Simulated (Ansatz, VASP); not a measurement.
# Two plane-wave programs on Si

```
CELL_PARAMETERS angstrom
0.00000 2.60382 2.60382
2.60382 0.00000 2.60382
2.60382 2.60382 0.00000
ATOMIC_POSITIONS crystal
Si 0.75000 0.75000 0.75000
Si 0.50000 0.50000 0.50000
```

Alike in both runs: task single point; functional PBEsol; k mesh 14 × 14 × 14; occupations gaussian, width 0.05 eV; no spin polarisation.

|  | VASP | Ansatz |
| --- | --- | --- |
| version | VASP 6.6.1 | Ansatz 0.2.0 |
| potentials or method | VASP PAW PBE potentials, release 64 (Si), cutoff 520 eV | scalar-relativistic, plane waves, PAW |
| valence electrons in the cell | 8 | 8 |

|  | VASP | Ansatz | Ansatz less VASP |
| --- | --- | --- | --- |
| gap on the k mesh at the Fermi level (eV) | 0.20 | 0.21 | +0.007 |
| least direct gap on the mesh (eV) | 2.56 | 2.56 | +0.003 |
| pressure (GPa) | 15.8 | 15.6 | -0.18 |

VASP's potentials were made for PBE, not for PBEsol. With one functional, cell and mesh, what is left measures potentials, basis and numerics.
